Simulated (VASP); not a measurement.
# Bi in VASP: a series of runs

The runs below take Bi through electric field gradients, with LDA.

Program: VASP 6.6.1. These are calculated values, not measurements. Logs are shortened: lines on timing, memory, paths and dates and some standing lists are left out, and cuts for length are marked.

### Step 1. The cell of the first run

Symmetry: R-3m, No. 166, trigonal system. Conventional cell: a = 4.635 Å, b = 4.635 Å, c = 12.095 Å, α = 90.00°, β = 90.00°, γ = 120.00°. Bi (site symmetry 3m) has 6 Bi at 3.13 to 3.60 Å within 4.1 Å.

### Step 2. Electric field gradients, LDA (37.51 Å³/atom)

Input file INCAR:

```
SYSTEM = Bi
PREC = Accurate
ENCUT = 520
EDIFF = 1E-8
ISMEAR = -1
SIGMA = 0.03
LREAL = .FALSE.
LASPH = .TRUE.
NELM = 60
ALGO = Normal
ISIF = 2
LWAVE = .FALSE.
LCHARG = .FALSE.
LEFG = .TRUE.
NBANDS = 22
```

Input file KPOINTS:

```
regular mesh
0
G
  11 11 11
  0 0 0
```

Input file POSCAR:

```
Bi
1.0
    2.3175796175      1.3380552160      4.0315490999
   -2.3175796175      1.3380552160      4.0315490999
    0.0000000000     -2.6761104319      4.0315490999
Bi
2
Direct
    0.2338900000      0.2338900000      0.2338900000
    0.7661100000      0.7661100000      0.7661100000
```

Potentials or basis: VASP PAW LDA potentials, release 64 (Bi_d).

Command:

```
$ cat potpaw_LDA.64/Bi_d/POTCAR > POTCAR
$ mpirun -np 1 vasp_std > vasp.out
```

OUTCAR:

```text
SYSTEM = Bi
   PREC = Accurate
   ENCUT = 520
   EDIFF = 1E-8
   ISMEAR = -1
   LREAL = .FALSE.
   LASPH = .TRUE.
   NELM = 60
   ISIF = 2

 ion  position               nearest neighbor table
   1  0.234  0.234  0.234-   2 3.13   2 3.13   2 3.13   2 3.60   2 3.60   2 3.60
   2  0.766  0.766  0.766-   1 3.13   1 3.13   1 3.13   1 3.60   1 3.60   1 3.60

  LATTYP: Found a trigonal (rhomboedric) cell.
 ALAT       =     4.8389002045
 COS(alpha) =     0.5412184017

  Lattice vectors:

 A1 = (   2.3175796175,   1.3380552160,   4.0315490999)
 A2 = (  -2.3175796175,   1.3380552160,   4.0315490999)
 A3 = (   0.0000000000,  -2.6761104319,   4.0315490999)

Analysis of symmetry for initial positions (statically):
=====================================================================
 Subroutine PRICEL returns:
 Original cell was already a primitive cell.

 Routine SETGRP: Setting up the symmetry group for a
 trigonal (rhombohedral) supercell.

 Subroutine GETGRP returns: Found 12 space group operations
 (whereof 12 operations were pure point group operations)
 out of a pool of 12 trial point group operations.

The static configuration has the point symmetry D_3d.

Analysis of symmetry for dynamics (positions and initial velocities):
=====================================================================
 Subroutine PRICEL returns:
 Original cell was already a primitive cell.

 Routine SETGRP: Setting up the symmetry group for a
 trigonal (rhombohedral) supercell.

 Subroutine GETGRP returns: Found 12 space group operations
 (whereof 12 operations were pure point group operations)
 out of a pool of 12 trial point group operations.

The dynamic configuration has the point symmetry D_3d.

 Subroutine INISYM returns: Found 12 space group operations
 (whereof 12 operations are pure point group operations),
 and found     1 'primitive' translations

----------------------------------------------------------------------------------------

                                     Primitive cell

  volume of cell :      75.0122

  direct lattice vectors                    reciprocal lattice vectors
     2.317579617  1.338055216  4.031549100     0.215742319  0.124558886  0.082681204
    -2.317579617  1.338055216  4.031549100    -0.215742319  0.124558886  0.082681204
     0.000000000 -2.676110432  4.031549100     0.000000000 -0.249117771  0.082681204

  length of vectors
     4.838900205  4.838900205  4.838900204     0.262480181  0.262480181  0.262480181

  position of ions in fractional coordinates (direct lattice)
     0.233890000  0.233890000  0.233890000
     0.766110000  0.766110000  0.766110000

  ion indices of the primitive-cell ions
   primitive index   ion index
                 1           1
                 2           2

----------------------------------------------------------------------------------------

 KPOINTS: regular mesh

Automatic generation of k-mesh.
 Grid dimensions read from file:
 generate k-points for:   11   11   11

 Generating k-lattice:

  Cartesian coordinates                     Fractional coordinates (reciprocal lattice)
     0.019612938  0.011323535  0.007516473     0.090909091  0.000000000  0.000000000
    -0.019612938  0.011323535  0.007516473     0.000000000  0.090909091  0.000000000
     0.000000000 -0.022647070  0.007516473     0.000000000  0.000000000  0.090909091

  Length of vectors
     0.023861835  0.023861835  0.023861835

  Shift w.r.t. Gamma in fractional coordinates (k-lattice)
     0.000000000  0.000000000  0.000000000

 Subroutine IBZKPT returns following result:
 ===========================================

 Found    146 irreducible k-points:

 Following reciprocal coordinates:
            Coordinates               Weight
  0.000000  0.000000  0.000000      1.000000
  0.090909 -0.000000  0.000000      6.000000
  0.181818 -0.000000  0.000000      6.000000
  0.272727 -0.000000 -0.000000      6.000000
  0.363636 -0.000000  0.000000      6.000000
  0.454545  0.000000  0.000000      6.000000
[... 16 lines left out ...]
 -0.272727  0.181818  0.000000     12.000000
 -0.181818  0.181818  0.000000      6.000000
 [... further k-points ...]
   k-points           NKPTS =    146   k-points in BZ     NKDIM =    146   number of bands    NBANDS=     22
   number of dos      NEDOS =    301   number of ions     NIONS =      2
   total plane-waves  NPLWV =  46656
   dimension x,y,z NGX =    36 NGY =   36 NGZ =   36
   dimension x,y,z NGXF=    72 NGYF=   72 NGZF=   72
   ions per type =               2
   NGX,Y,Z   is equivalent  to a cutoff of  12.37, 12.37, 12.37 a.u.
   NGXF,Y,Z  is equivalent  to a cutoff of  24.74, 24.74, 24.74 a.u.
 SYSTEM =  Bi
   PREC   = accura    normal or accurate (medium, high low for compatibility)
   ISTART =      0    job   : 0-new  1-cont  2-samecut
   ICHARG =      2    charge: 1-file 2-atom 10-const
   ISPIN  =      1    spin polarized calculation?
   LNONCOLLINEAR =      F non collinear calculations
   LSORBIT =      F    spin-orbit coupling
   LASPH  =      T    aspherical Exc in radial PAW
   ENCUT  =  520.0 eV  38.22 Ry    6.18 a.u.   9.00  9.00  9.00*2*pi/ulx,y,z
   NELM   =     60;   NELMIN=  2; NELMDL= -5     # of ELM steps
   EDIFF  = 0.1E-07   stopping-criterion for ELM
   LREAL  =      F    real-space projection
   EDIFFG = 0.1E-06   stopping-criterion for IOM
   NSW    =      0    number of steps for IOM
   IBRION =     -1    ionic relax: 0-MD 1-quasi-New 2-CG
   NFREE  =      0    steps in history (QN), initial steepest desc. (CG)
   ISIF   =      2    stress and relaxation
   ISYM   =      2    0-nonsym 1-usesym 2-fastsym
   POTIM  = 0.5000    time-step for ionic-motion
   TEBEG  =    0.0;   TEEND  =   0.0 temperature during run
   PSTRESS=    0.0 pullay stress
   NELECT =      30.0000    total number of electrons
   NUPDOWN=      -1.0000    fix difference up-down
   EMIN   =  10.00;   EMAX   =-10.00  energy-range for DOS
   EFERMI =   0.00;   METHOD = LEGACY
   ISMEAR =    -1;   SIGMA  =   0.03  broadening in eV -4-tet -1-fermi 0-gaus
   EFERMI_NEDOS =   21; number of points for ismear=-14 and -15
   IALGO  =     38    algorithm
   IMIX   =      4    mixing-type and parameters
     AMIX     =   0.40;   BMIX     =  1.00
     AMIX_MAG =   1.60;   BMIX_MAG =  1.00
  volume/ion in A,a.u.               =      37.51       253.10
  Fermi-wavevector in a.u.,A,eV,Ry     =   1.206159  2.279310 19.794026  1.454820
  Thomas-Fermi vector in A             =   2.341835
   LORBIT       =      0    0 simple, 1 ext, 2 COOP (PROOUT), +10 PAW based schemes
   GGA     = CA    functional components
   LHFCALC =     F    Hartree Fock is set to
   AEXX    =    0.0000 exact exchange contribution
   IVDW    =     0    specifies the selected vdW correction
   LEPSILON=     F    determine dielectric tensor
   LRPA    =     F    only Hartree local field effects (RPA)
 non-spin polarized calculation
  energy-cutoff  :      520.00
  volume of cell :       75.01
 maximum number of plane-waves:      2041
   NGX = 17   NGY = 17   NGZ = 17

 number of electron      29.9999996 magnetization

 Free energy of the ion-electron system (eV)
  ---------------------------------------------------
  ext. energy  EPLUGINS =         0.00000000
  ---------------------------------------------------
  free energy    TOTEN  =        -9.02857182 eV

  energy without entropy =       -9.02785528  energy(sigma->0) =       -9.02821355

 E-fermi :   5.3099     XC(G=0):  -9.5104

 val. band max:        5.2966542829   @ k =   0.2727   0.2727   0.1818
 cond. band min:       5.4526960090   @ k =   0.4545   0.0909   0.0909
 fundamental gap:      0.1560417261
 Fermi energy:         5.3098545385

 k-point     1 :       0.0000    0.0000    0.0000
  band No.  band energies     occupation
      1     -17.4082      2.00000
      2     -17.4082      2.00000
      3     -17.2803      2.00000
      4     -17.2803      2.00000
      5     -17.2667      2.00000
      6     -17.1299      2.00000
[... 14 lines left out ...]
     21      11.1672      0.00000
     22      11.1682      0.00000

 k-point     2 :       0.0909   -0.0000    0.0000
  band No.  band energies     occupation
      1     -17.4033      2.00000
      2     -17.4018      2.00000
      3     -17.2781      2.00000
      4     -17.2765      2.00000
      5     -17.2634      2.00000
      6     -17.1329      2.00000
[... 542 lines left out ...]
 k-point    24 :      -0.1818    0.1818    0.0000
  band No.  band energies     occupation
      1     -17.3827      2.00000
      2     -17.3237      2.00000
      3     -17.2625      2.00000
      4     -17.2541      2.00000
      5     -17.2183      2.00000
      6     -17.1801      2.00000
[... 14 lines left out ...]
     21      13.1206      0.00000
     22      13.6430      0.00000

 [... further k-points ...]

------------------------ aborting loop because EDIFF is reached ----------------------------------------

  FORCE on cell =-STRESS in cart. coord.  units (eV):
  Direction    XX          YY          ZZ          XY          YZ          ZX
  --------------------------------------------------------------------------------------
  -------------------------------------------------------------------------------------
  Total       -1.9693677     -1.9693677     -1.7145908      0.0000000     -0.0000000      0.0000000
  in kB      -42.0635091    -42.0635090    -36.6217561      0.0000000     -0.0000000      0.0000000
  external PRESSURE =     -40.2495914 kB  Pullay stress =       0.0000000 kB

 VOLUME and BASIS-vectors are now :
 -----------------------------------------------------------------------------
  energy-cutoff  :      520.00
  volume of cell :       75.01
      direct lattice vectors                 reciprocal lattice vectors
     2.317579617  1.338055216  4.031549100     0.215742319  0.124558886  0.082681204
    -2.317579617  1.338055216  4.031549100    -0.215742319  0.124558886  0.082681204
     0.000000000 -2.676110432  4.031549100     0.000000000 -0.249117771  0.082681204

 POSITION                                       TOTAL-FORCE (eV/Angst)
 -----------------------------------------------------------------------------------
      0.00000      0.00000      2.82882         0.000000     -0.000000     -0.181403
      0.00000      0.00000      9.26583         0.000000      0.000000      0.181403
 -----------------------------------------------------------------------------------
    total drift:                                0.000000     -0.000000      0.000000

  FREE ENERGIE OF THE ION-ELECTRON SYSTEM (eV)
  ---------------------------------------------------
  free  energy   TOTEN  =        -9.0285718201 eV

  energy  without entropy=       -9.0278552770  energy(sigma->0) =       -9.02821355

 Electric field gradients (V/A^2)
---------------------------------------------------------------------
 ion       V_xx      V_yy      V_zz      V_xy      V_xz      V_yz
---------------------------------------------------------------------
   1      15.368    15.368   -30.735     0.000    -0.000    -0.000
   2      15.368    15.368   -30.735     0.000    -0.000    -0.000
---------------------------------------------------------------------

 Electric field gradients after diagonalization (V/A^2)
 (convention: |V_zz| > |V_xx| > |V_yy|)
----------------------------------------------------------------------
 ion       V_xx      V_yy      V_zz     asymmetry (V_yy - V_xx)/ V_zz
----------------------------------------------------------------------
   1      15.368    15.368   -30.735       0.000
   2      15.368    15.368   -30.735       0.000
----------------------------------------------------------------------

           NMR quadrupolar parameters

 Cq : quadrupolar parameter    Cq=e*Q*V_zz/h
 eta: asymmetry parameters     (V_yy - V_xx)/ V_zz
 Q  : nuclear electric quadrupole moment in mb (millibarn)
----------------------------------------------------------------------
 ion       Cq(MHz)       eta       Q (mb)
----------------------------------------------------------------------
   1      -0.074       0.000       1.000
   2      -0.074       0.000       1.000
----------------------------------------------------------------------
```

Wall time 62 s (1 thread of Intel Xeon 6975P-C (Granite Rapids), shared host); peak memory 0.3 GiB.

What came out:

```yaml
Free_energy: -9.0286 eV
Pressure: -4.0 GPa
Largest_force: 0.181 eV/Å
Band_gap_on_the_k_mesh: zero (bands 15 and 16 overlap by 0.04 eV)
Largest_electric_field_gradient_by_atom: Bi -30.7 V/Å²
```

Forces on the atoms (eV/Å):
```
Bi   0.000  0.000 -0.181
Bi   0.000  0.000  0.181
```

Levels at points of the mesh, in eV from the Fermi level:
| k point | band 11 | band 12 | band 13 | band 14 | band 15 | band 16 | band 17 | band 18 | band 19 | band 20 |
| --- | --- | --- | --- | --- | --- | --- | --- | --- | --- | --- |
| (0.00, 0.00, 0.00) | -12.65 | -7.67 | -1.30 | -1.07 | -1.07 | 2.43 | 2.86 | 2.86 | 5.71 | 5.86 |

Electric field gradients, principal values (V/Å²):
| atom | least | middle | greatest (by size) |
| --- | --- | --- | --- |
| 1 Bi | 15.368 | 15.368 | -30.735 |
| 2 Bi | 15.368 | 15.368 | -30.735 |

Caveat: the cell stands under tension; without QUAD_EFG the Cq values of the log hold for a quadrupole moment of 1 mb, not for the nuclei; spin-orbit coupling is left out, which moves the levels of the heavy elements.

### Step 3. Electric field gradients, LDA (equal xy, yz and zx shear strains of +1 %)

Input file INCAR:

```
SYSTEM = Bi
PREC = Accurate ; ENCUT = 520
EDIFF = 1E-8 ; ISMEAR = -1
SIGMA = 0.03 ; LREAL = .False.
LASPH = .True. ; NELM = 100
ALGO = Normal ; ISIF = 2
LWAVE = .False. ; LCHARG = .False.
GGA = CA ; LEFG = .True.
NBANDS = 22 ; KPAR = 4
```

Input file KPOINTS:

```
regular mesh
0
Gamma
  11 11 11
  0 0 0
```

Input file POSCAR:

```
Bi
1.0
    2.2993312633      1.3434519746      3.9719265833
   -2.2466680935      1.3207219778      3.9491965865
    0.0066468302     -2.6048639523      3.9408768302
Bi
2
Direct
    0.2338900000      0.2338900000      0.2338900000
    0.7661100000      0.7661100000      0.7661100000
```

Potentials or basis: VASP PAW LDA potentials, release 64 (Bi_d).

Command:

```
$ cat potpaw_LDA.64/Bi_d/POTCAR > POTCAR
$ mpirun -np 4 vasp_std > vasp.out
```

OUTCAR:

```text
SYSTEM = Bi
   PREC = Accurate
   ENCUT = 520
   EDIFF = 1E-8
   ISMEAR = -1
   LREAL = .False.
   LASPH = .True.
   NELM = 100
   ISIF = 2
   GGA = CA

 ion  position               nearest neighbor table
   1  0.234  0.234  0.234-   2 3.06   2 3.07   2 3.08   2 3.51   2 3.53   2 3.55
   2  0.766  0.766  0.766-   1 3.06   1 3.07   1 3.08   1 3.51   1 3.53   1 3.55

  LATTYP: Found a triclinic cell.
 ALAT       =     4.5263365162
 B/A-ratio  =     1.0043692043
 C/A-ratio  =     1.0436624976
 COS(alpha) =     0.0028210526
 COS(beta)  =     0.4773959359
 COS(gamma) =     0.4934652004

  Lattice vectors:

 A1 = (   2.2533149237,  -3.9255859301,  -0.0083197563)
 A2 = (   4.5459993568,   0.0227299968,   0.0227299968)
 A3 = (   0.0066468302,  -2.6048639523,   3.9408768302)

Analysis of symmetry for initial positions (statically):
=====================================================================
 Subroutine PRICEL returns:
 Original cell was already a primitive cell.

 Routine SETGRP: Setting up the symmetry group for a
 triclinic supercell.

 Subroutine GETGRP returns: Found  2 space group operations
 (whereof  2 operations were pure point group operations)
 out of a pool of  2 trial point group operations.

The static configuration has the point symmetry S_2 .

Analysis of symmetry for dynamics (positions and initial velocities):
=====================================================================
 Subroutine PRICEL returns:
[... 159 lines left out ...]
 cond. band min:       5.9927887715   @ k =   0.3636   0.1818   0.1818
 fundamental gap:      0.0080013265
 Fermi energy:         5.9888788396

 k-point     1 :       0.0000    0.0000    0.0000
  band No.  band energies     occupation
      1     -16.8525      2.00000
      2     -16.8435      2.00000
      3     -16.6966      2.00000
      4     -16.6941      2.00000
      5     -16.6784      2.00000
      6     -16.5116      2.00000
[... 589 lines left out ...]
     21      14.5072      0.00000
     22      15.6042      0.00000

 [... further k-points ...]

------------------------ aborting loop because EDIFF is reached ----------------------------------------

  FORCE on cell =-STRESS in cart. coord.  units (eV):
  Direction    XX          YY          ZZ          XY          YZ          ZX
  --------------------------------------------------------------------------------------
  -------------------------------------------------------------------------------------
  Total       -0.7059717     -0.8970174     -0.7380020     -0.0418473     -0.1908614     -0.0974383
  in kB      -15.9846929    -20.3103729    -16.7099263     -0.9475112     -4.3215055     -2.2062103
  external PRESSURE =     -17.6683307 kB  Pullay stress =       0.0000000 kB

 VOLUME and BASIS-vectors are now :
 -----------------------------------------------------------------------------
  energy-cutoff  :      520.00
  volume of cell :       70.76
      direct lattice vectors                 reciprocal lattice vectors
     2.299331263  1.343451975  3.971926583     0.218933260  0.125494267  0.082580678
    -2.246668093  1.320721978  3.949196586    -0.221035898  0.127683169  0.084769579
     0.006646830 -2.604863952  3.940876830     0.000844325 -0.254435749  0.085570773

 POSITION                                       TOTAL-FORCE (eV/Angst)
 -----------------------------------------------------------------------------------
      0.01387      0.01387      2.77440        -0.029785     -0.057280      0.060820
      0.04544      0.04544      9.08760         0.029785      0.057280     -0.060820
 -----------------------------------------------------------------------------------
    total drift:                                0.000000     -0.000000      0.000000

  FREE ENERGIE OF THE ION-ELECTRON SYSTEM (eV)
  ---------------------------------------------------
  free  energy   TOTEN  =        -9.1037181647 eV

  energy  without entropy=       -9.1030899055  energy(sigma->0) =       -9.10340404

 Electric field gradients (V/A^2)
---------------------------------------------------------------------
 ion       V_xx      V_yy      V_zz      V_xy      V_xz      V_yz
---------------------------------------------------------------------
   1      10.558    20.784   -31.341     4.124     7.437    13.238
   2      10.558    20.784   -31.341     4.124     7.437    13.238
---------------------------------------------------------------------

 Electric field gradients after diagonalization (V/A^2)
 (convention: |V_zz| > |V_xx| > |V_yy|)
----------------------------------------------------------------------
 ion       V_xx      V_yy      V_zz     asymmetry (V_yy - V_xx)/ V_zz
----------------------------------------------------------------------
   1      26.158     9.219   -35.377       0.479
   2      26.158     9.219   -35.377       0.479
----------------------------------------------------------------------

           NMR quadrupolar parameters

 Cq : quadrupolar parameter    Cq=e*Q*V_zz/h
 eta: asymmetry parameters     (V_yy - V_xx)/ V_zz
 Q  : nuclear electric quadrupole moment in mb (millibarn)
----------------------------------------------------------------------
 ion       Cq(MHz)       eta       Q (mb)
----------------------------------------------------------------------
   1      -0.086       0.479       1.000
   2      -0.086       0.479       1.000
----------------------------------------------------------------------
```

Run time: 8.9 min. Hardware: 4 MPI ranks of AMD EPYC, shared host; peak memory 0.78 GiB.

What came out:

| Item | Value |
| --- | --- |
| Free energy | -9.1037 eV |
| Pressure | -1.8 GPa |
| Largest force | 0.089 eV/Å |
| Band gap on the k mesh | zero (bands 15 and 16 overlap by 0.11 eV) |
| Largest electric field gradient by atom | Bi -35.4 V/Å² |

Forces on the atoms (eV/Å):
```
Bi  -0.030 -0.057  0.061
Bi   0.030  0.057 -0.061
```

Levels at points of the mesh, in eV from the Fermi level:
```csv
k point,band 12,band 13,band 14,band 15,band 16,band 17,band 18,band 19
"(0.00, 0.00, 0.00)",-7.47,-1.45,-1.26,-1.10,2.49,2.89,3.03,5.68
```

Electric field gradients, principal values (V/Å²):
```
atom  least  middle  greatest (by size)
1 Bi  9.219  26.158             -35.377
2 Bi  9.219  26.158             -35.377
```

Caveat: the cell differs from its parent crystal (equal xy, yz and zx shear strains of +1 %); without QUAD_EFG the Cq values of the log hold for a quadrupole moment of 1 mb, not for the nuclei; spin-orbit coupling is left out, which moves the levels of the heavy elements.

(Continued in part 2 of 2.)
